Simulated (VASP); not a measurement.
# Si7Ge (Cmm2) in VASP: notebook, part 2 of 2

VASP 6.6.1. The steps go on from the part before.

### Step 4. Single point, PBEsol (the distance across one plane changed)

Contents of INCAR:

```
PREC     = Accurate       # precision mode
ENCUT    = 520            # plane-wave cutoff, eV
EDIFF    = 1E-7           # SCF threshold, eV
ISMEAR   = 0              # smearing method
SIGMA    = 0.03           # smearing width, eV
LREAL    = Auto         
LASPH    = T              # aspherical terms in the spheres
NELM     = 60             # most SCF steps
ALGO     = Normal         # electronic algorithm
ISIF     = 2              # what is computed and relaxed
LWAVE    = F              # write WAVECAR
LCHARG   = F              # write CHGCAR
GGA      = PS             # functional
NBANDS   = 56             # bands
```

Contents of KPOINTS:

```
Automatic mesh
0
Gamma
  6 6 3
```

Contents of POSCAR:

```
Si7Ge
1.0
    0.0000000000     -5.4591768537      0.0000000000
    0.0000000000      0.0000000000     -5.4591768537
   11.6683537074      0.0000000000      0.0000000000
Si Ge
14 2
Direct
    0.7474023192      0.7474023192      0.6451335374
    0.7474023192      0.7474023192      0.1772717472
    0.5000000000      0.5000000000      0.5269527343
    0.5000000000      0.5000000000      0.0590909441
    0.5000000000      1.0000000000      0.7608836293
    0.5000000000      1.0000000000      0.2930218392
    1.0000000000      0.5000000000      0.7608836293
    1.0000000000      0.5000000000      0.2930218392
    0.7474023192      0.2525976808      0.8766337213
    0.7474023192      0.2525976808      0.4087719311
    0.2525976808      0.7474023192      0.8766337213
    0.2525976808      0.7474023192      0.4087719311
    0.2525976808      0.2525976808      0.6451335374
    0.2525976808      0.2525976808      0.1772717472
    1.0000000000      1.0000000000      0.5269527343
    1.0000000000      1.0000000000      0.0590909441
```

Potentials or basis: VASP PAW PBE potentials, release 64 (Si, Ge_d).

Launch:

```sh
> cat potpaw_PBE.64/Si/POTCAR potpaw_PBE.64/Ge_d/POTCAR > POTCAR
> mpirun -np 1 vasp_std > vasp.out
```

OUTCAR:

```text
PREC = Accurate
   ENCUT = 520
   EDIFF = 1E-7
   ISMEAR = 0
   LREAL = Auto
   LASPH = T
   NELM = 60
   ISIF = 2
   GGA = PS

 ion  position               nearest neighbor table
   1  0.747  0.747  0.645-   5 2.36   7 2.36   3 2.36  15 2.39
   2  0.747  0.747  0.177-   4 2.36   6 2.36   8 2.36  16 2.39
   3  0.500  0.500  0.527-   1 2.36  13 2.36  12 2.36  10 2.36
   4  0.500  0.500  0.059-   2 2.36  14 2.36  11 2.86   9 2.86
   5  0.500  0.000  0.761-   1 2.36  13 2.36  11 2.36   9 2.36
   6  0.500  0.000  0.293-  10 2.36  12 2.36   2 2.36  14 2.36
[... 8 lines left out ...]
  15  0.000  0.000  0.527-   1 2.39  13 2.39  12 2.39  10 2.39
  16  0.000  0.000  0.059-   2 2.39  14 2.39  11 2.89   9 2.89

  LATTYP: Found a simple tetragonal cell.
 ALAT       =     5.4591768537
 C/A-ratio  =     2.1373833492

  Lattice vectors:

 A1 = (   0.0000000000,  -5.4591768537,   0.0000000000)
 A2 = (   0.0000000000,   0.0000000000,  -5.4591768537)
 A3 = (  11.6683537074,   0.0000000000,   0.0000000000)

Analysis of symmetry for initial positions (statically):
=====================================================================
 Subroutine PRICEL returns:
 Original cell was already a primitive cell.

 Routine SETGRP: Setting up the symmetry group for a
 simple tetragonal supercell.

 Subroutine GETGRP returns: Found  4 space group operations
 (whereof  4 operations were pure point group operations)
 out of a pool of 16 trial point group operations.

The static configuration has the point symmetry C_2v.

Analysis of symmetry for dynamics (positions and initial velocities):
=====================================================================
 Subroutine PRICEL returns:
 Original cell was already a primitive cell.

[... 156 lines left out ...]
  volume/ion in A,a.u.               =      21.73       146.67
  Fermi-wavevector in a.u.,A,eV,Ry     =   1.019561  1.926691 14.143324  1.039505
  Thomas-Fermi vector in A             =   2.153082
   LORBIT       =      0    0 simple, 1 ext, 2 COOP (PROOUT), +10 PAW based schemes
   GGA     = PS    functional components
   LHFCALC =     F    Hartree Fock is set to
   AEXX    =    0.0000 exact exchange contribution
   IVDW    =     0    specifies the selected vdW correction
   LEPSILON=     F    determine dielectric tensor
   LRPA    =     F    only Hartree local field effects (RPA)
 non-spin polarized calculation
 Gauss-broadening in eV      SIGMA  =   0.03
  energy-cutoff  :      520.00
  volume of cell :      347.75
 maximum number of plane-waves:      9392
 NGX is ok and might be reduce to    42
   NGX = 21   NGY = 21   NGZ = 43

 number of electron      84.0000027 magnetization

 Free energy of the ion-electron system (eV)
  ---------------------------------------------------
  ext. energy  EPLUGINS =         0.00000000
  ---------------------------------------------------
  free energy    TOTEN  =       -87.34335899 eV

  energy without entropy =      -87.34184161  energy(sigma->0) =      -87.34260030

 E-fermi :   5.4150     XC(G=0):  -9.3843

 val. band max:        5.3959556932   @ k =   0.1667   0.1667   0.3333
 cond. band min:       5.4314497623   @ k =   0.1667   0.0000   0.3333
 fundamental gap:      0.0354940691
 Fermi energy:         5.4149760515

 k-point     1 :       0.0000    0.0000    0.0000
  band No.  band energies     occupation
      1     -19.1854      2.00000
      2     -19.1669      2.00000
      3     -19.1518      2.00000
      4     -19.1317      2.00000
      5     -19.1158      2.00000
      6     -19.1146      2.00000
[... 1357 lines left out ...]
     53       8.4108      0.00000
     54       8.5677      0.00000

 [... further k-points ...]

 [bands above 54 left out]

------------------------ aborting loop because EDIFF is reached ----------------------------------------

  FORCE on cell =-STRESS in cart. coord.  units (eV):
  Direction    XX          YY          ZZ          XY          YZ          ZX
  --------------------------------------------------------------------------------------
  -------------------------------------------------------------------------------------
  Total      -12.6768248     -3.6081785     -3.6081785      0.0000000      3.1173677      0.0000000
  in kB      -58.4059588    -16.6239677    -16.6239677      0.0000000     14.3626541      0.0000000
  external PRESSURE =     -30.5512980 kB  Pullay stress =       0.0000000 kB

 VOLUME and BASIS-vectors are now :
 -----------------------------------------------------------------------------
  energy-cutoff  :      520.00
  volume of cell :      347.75
      direct lattice vectors                 reciprocal lattice vectors
     0.000000000 -5.459176854  0.000000000     0.000000000 -0.183177799  0.000000000
     0.000000000  0.000000000 -5.459176854     0.000000000  0.000000000 -0.183177799
    11.668353707  0.000000000  0.000000000     0.085701893  0.000000000  0.000000000

 POSITION                                       TOTAL-FORCE (eV/Angst)
 -----------------------------------------------------------------------------------
      7.52765     -4.08020     -4.08020         0.053434      0.030535      0.030535
      2.06847     -4.08020     -4.08020        -0.333882      0.078680      0.078680
      6.14867     -2.72959     -2.72959         0.018040     -0.000000      0.000000
      0.68949     -2.72959     -2.72959        -2.145723     -0.000000      0.000000
      8.87826     -2.72959      0.00000         0.452082     -0.000000      0.000000
      3.41908     -2.72959      0.00000        -0.011649     -0.000000      0.000000
[... 8 lines left out ...]
      6.14867      0.00000      0.00000         0.024495     -0.000000      0.000000
      0.68949      0.00000      0.00000        -2.170651     -0.000000      0.000000
 -----------------------------------------------------------------------------------
    total drift:                               -0.005553      0.000000      0.000000

  FREE ENERGIE OF THE ION-ELECTRON SYSTEM (eV)
  ---------------------------------------------------
  free  energy   TOTEN  =       -87.3433589937 eV

  energy  without entropy=      -87.3418416133  energy(sigma->0) =      -87.34260030
```

OSZICAR:

```text
N       E                     dE             d eps       ncg     rms          rms(c)
DAV:   1     0.560413837923E+03    0.56041E+03   -0.32631E+04  3808   0.196E+03
DAV:   2     0.807028039690E+01   -0.55234E+03   -0.51852E+03  3056   0.522E+02
DAV:   3    -0.830790268099E+02   -0.91149E+02   -0.88408E+02  3456   0.134E+02
DAV:   4    -0.887164929208E+02   -0.56375E+01   -0.55817E+01  3680   0.406E+01
DAV:   5    -0.889070022406E+02   -0.19051E+00   -0.19011E+00  3784   0.712E+00    0.128E+01
DAV:   6    -0.877796738817E+02    0.11273E+01   -0.92664E-01  3616   0.374E+00    0.748E+00
DAV:   7    -0.873390866601E+02    0.44059E+00   -0.11308E+00  3712   0.330E+00    0.948E-01
DAV:   8    -0.873427976241E+02   -0.37110E-02   -0.72324E-02  3816   0.141E+00    0.528E-01
DAV:   9    -0.873430312696E+02   -0.23365E-03   -0.11874E-02  3528   0.430E-01    0.175E-01
DAV:  10    -0.873432075181E+02   -0.17625E-03   -0.84608E-04  3688   0.167E-01    0.973E-02
DAV:  11    -0.873433619476E+02   -0.15443E-03   -0.30148E-04  3328   0.698E-02    0.187E-02
DAV:  12    -0.873433573407E+02    0.46069E-05   -0.34618E-05  3816   0.346E-02    0.134E-02
DAV:  13    -0.873433589316E+02   -0.15909E-05   -0.58025E-06  3680   0.983E-03    0.398E-03
DAV:  14    -0.873433589937E+02   -0.62095E-07   -0.75632E-07  3664   0.532E-03
   1 F= -.87343359E+02 E0= -.87342600E+02  d E =-.151738E-02
```

Wall time 21 min (1 thread of AMD EPYC 7R13, shared host); peak memory 0.54 GiB.

Results:

```yaml
Free_energy: -87.3434 eV
Pressure: -3.1 GPa
Largest_force: 2.171 eV/Å
Band_gap_on_the_k_mesh: zero (bands 42 and 43 overlap by 0.85 eV)
```

Forces on the atoms (eV/Å):
```
Si   0.053  0.031  0.031
Si  -0.334  0.079  0.079
Si   0.018  0.000  0.000
Si  -2.146  0.000  0.000
Si   0.452  0.000  0.000
Si  -0.012  0.000  0.000
Si   0.452  0.000  0.000
Si  -0.012  0.000  0.000
Si   2.041  0.064 -0.064
Si  -0.064  0.021 -0.021
Si   2.041 -0.064  0.064
Si  -0.064 -0.021  0.021
Si   0.053 -0.031 -0.031
Si  -0.334 -0.079 -0.079
Ge   0.024  0.000  0.000
Ge  -2.171  0.000  0.000
```

Stress tensor (GPa, compression positive):
```
-5.84  0.00  0.00
 0.00 -1.66  1.44
 0.00  1.44 -1.66
```

Caveat: the cell differs from its parent crystal (the distance across one plane changed); the cell stands under tension; the PAW data sets were made with another functional, which shifts forces and pressure a little.

### Step 5. Overview

```tsv
cell	gap on the mesh (eV)	pressure (GPa)	largest force (eV/Å)
a = 5.459, b = 5.459, c = 10.618 Å, 16 atoms	none	3.1	2.44
a = 5.459, b = 5.459, c = 11.418 Å, 16 atoms	none	-2.6	2.36
a = 5.459, b = 5.459, c = 11.668 Å, 16 atoms	none	-3.1	2.17
```

Alike in all rows: task single point; level PBEsol; potentials or basis VASP PAW PBE potentials, release 64 (Si, Ge_d); no spin polarisation; k mesh 6 × 6 × 3; cutoff (eV) 520; smearing gaussian 0.03 eV.

Caveats: the PAW data sets were made with another functional, which shifts forces and pressure a little; semilocal functionals underestimate gaps, and a narrow one can read as zero (at least some runs); the cell stands under pressure (at least some runs); the cell stands under tension (at least some runs).

Total energies depend on the potentials used, so only differences within one code and one set of settings carry meaning.

The gap in the log of VASP goes by the Fermi energy; the results here count the filled bands.